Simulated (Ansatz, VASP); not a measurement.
## One calculation of AlIn2As3, two programs

The input INCAR:

```
ALGO     = Normal         # electronic algorithm
EDIFF    = 1E-6           # SCF threshold, eV
EDIFFG   = -0.04          # ionic threshold
ENCUT    = 600            # plane-wave cutoff, eV
GGA      = PE             # functional
IBRION   = 2              # ionic algorithm
ISIF     = 3              # what is computed and relaxed
ISMEAR   = 0              # smearing method
LASPH    = T              # aspherical terms in the spheres
LCHARG   = F              # write CHGCAR
LREAL    = F              # projectors in reciprocal space
LWAVE    = F              # write WAVECAR
NELM     = 60             # most SCF steps
NSW      = 90             # ionic steps
PREC     = Accurate       # precision mode
SIGMA    = 0.1            # smearing width, eV
```

KPOINTS

```
k-points
0
Gamma
  6 6 6
```

The input POSCAR:

```
AlIn2As3
1.0
   -2.0121097600      2.0121097600      8.5366587200
    2.0121097600     -2.0121097600      8.5366587200
    2.0121097600      2.0121097600     -8.5366587200
Al In As
1 2 3
Direct
    0.5000000000      0.5000000000      0.0000000000
    0.8333333300      0.8333333300      0.0000000000
    0.1666666700      0.1666666700      0.0000000000
    0.4166666700      0.9166666700      0.5000000000
    0.0833333300      0.5833333300      0.5000000000
    0.7500000000      0.2500000000      0.5000000000
```

Input for Ansatz:

```yaml
crystal:
  lattice:
    - [-2.01210976, 2.01210976, 8.53665872]
    - [2.01210976, -2.01210976, 8.53665872]
    - [2.01210976, 2.01210976, -8.53665872]
  atoms:
    - { symbol: Al, position: [0.5, 0.5, 0.0] }
    - { symbol: In, position: [0.83333333, 0.83333333, 0.0] }
    - { symbol: In, position: [0.16666667, 0.16666667, 0.0] }
    - { symbol: As, position: [0.41666667, 0.91666667, 0.5] }
    - { symbol: As, position: [0.08333333, 0.58333333, 0.5] }
    - { symbol: As, position: [0.75, 0.25, 0.5] }
basis:
  ecutwfc: 420
kpoints:
  mp_grid: { grid: [6, 6, 6] }
hamiltonian:
  xc: pbe
scf:
  occupations: { method: gaussian, width: 0.1 }
  lower_state_search: "off"
output:
  forces: true
  stress: true
  eigenvalues: true
relax:
  adjacent_minimum: "off"
  f_tol: 0.04
  max_steps: 70
  cell: { stress_tol: 0.4 }
```

Alike in both runs: task relaxation of cell and atoms; functional PBE; k mesh 6 × 6 × 6; occupations gaussian, width 0.1 eV; no spin polarisation.

|  | VASP | Ansatz |
| --- | --- | --- |
| version | VASP 6.6.1 | Ansatz 0.2.0 |
| potentials or method | VASP PAW PBE potentials, release 64 (Al, In_d, As), cutoff 600 eV | scalar-relativistic, plane waves, PAW |
| valence electrons in the cell | 44 | 74 |

|  | VASP | Ansatz | Ansatz less VASP |
| --- | --- | --- | --- |
| gap on the k mesh at the Fermi level, each at its own relaxed structure (eV) | 0.11 | 0.12 | +0.006 |
| relaxed volume (Å³/atom) | 27.37 | 27.33 | -0.039 |
| relaxed length of the cell vector where the two differ most in proportion (Å) | 9.534 | 9.531 | -0.0024 |

VASP's potentials hold 44 valence electrons a cell and Ansatz's 74, so a difference there can come from the potentials and not from the codes.

Noted on VASP's run: the volume moved by over 15 % at a fixed basis, so the end points are rough.
